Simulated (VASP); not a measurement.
## MgO: relaxation of cell and atoms with PBE+D3(BJ)

Crystal: MgO.

```xyz
2
Lattice="0.0000 2.1085 2.1085 2.1085 0.0000 2.1085 2.1085 2.1085 0.0000" Properties=species:S:1:pos:R:3 pbc="T T T"
Mg    0.0000    0.0000    0.0000
O     2.1085    2.1085    2.1085
```

```json
{"Program": "VASP 6.6.1", "Task": "relaxation of cell and atoms", "Functional": "PBE", "Dispersion": "D3(BJ)", "Potentials or basis": "VASP PAW PBE potentials, release 64 (Mg, O)", "Cutoff": "600 eV", "k mesh": "10 × 10 × 10", "Occupations": "gaussian, width 0.02 eV", "Spin": "no spin polarisation", "Target pressure": "23.2 GPa", "Dipole correction": "no", "Further INCAR settings": "ALGO = Normal; EDIFF = 1e-07; IBRION = 2; EDIFFG = -0.002; NSW = 100; ISIF = 3"}
```

| Quantity | Value |
| --- | --- |
| Relaxed volume | 8.27 Å³/atom |
| Relaxed cell | a = 2.860 Å, b = 2.860 Å, c = 2.860 Å, α = 60.00°, β = 60.00°, γ = 60.00° |
| Space group after relaxing (to 0.1 Å) | Fm-3m (No. 225) |
| Energy change on relaxing (the run minimises the enthalpy) | +64.0 meV/atom |
| Ionic steps | 6 |
| Pressure after relaxing | 23.2 GPa |
| Band gap on the k mesh | 6.01 eV |
| Dispersion energy per atom | -0.333 eV |

Step by step:
```tsv
step	energy change (eV)	largest force (eV/Å)	pressure (GPa)	volume (Å³)
1	0.0000	0.0000	-2.02	18.75
2	0.4759	0.0000	52.67	15.02
3	0.1244	0.0000	22.82	16.56
4	0.1304	0.0000	23.47	16.52
5	0.1260	0.0000	23.00	16.55
6	0.1280	0.0000	23.20	16.54
```

Final structure:
```
Mg O
1.0
     0.00000    2.02209    2.02209
     2.02209    0.00000    2.02209
     2.02209    2.02209    0.00000
Mg O
1 1
Cartesian
  2.0221 4.0442 2.0221
  2.0221 2.0221 2.0221
```

Levels at points of the mesh, in eV from the valence-band top:
| k point | band 1 | band 2 | band 3 | band 4 | band 5 | band 6 | band 7 | band 8 |
| --- | --- | --- | --- | --- | --- | --- | --- | --- |
| (0.00, 0.00, 0.00) | -17.94 | 0.00 | 0.00 | 0.00 | 6.01 | 16.49 | 16.49 | 16.49 |
| (0.50, 0.00, 0.00) | -16.32 | -5.18 | -0.80 | -0.80 | 8.70 | 14.04 | 17.61 | 17.61 |
| (0.50, 0.50, 0.00) | -16.02 | -4.61 | -1.53 | -1.53 | 9.24 | 11.37 | 14.46 | 20.92 |

Wall time 35 s on 1 thread of Intel Xeon 8259CL, with other jobs on the host, peak memory 0.13 GiB.

Caveat: the cell is relaxed towards a set pressure, so the run minimises the enthalpy, not the energy. As with any semilocal functional, this PBE gap is likely too small.
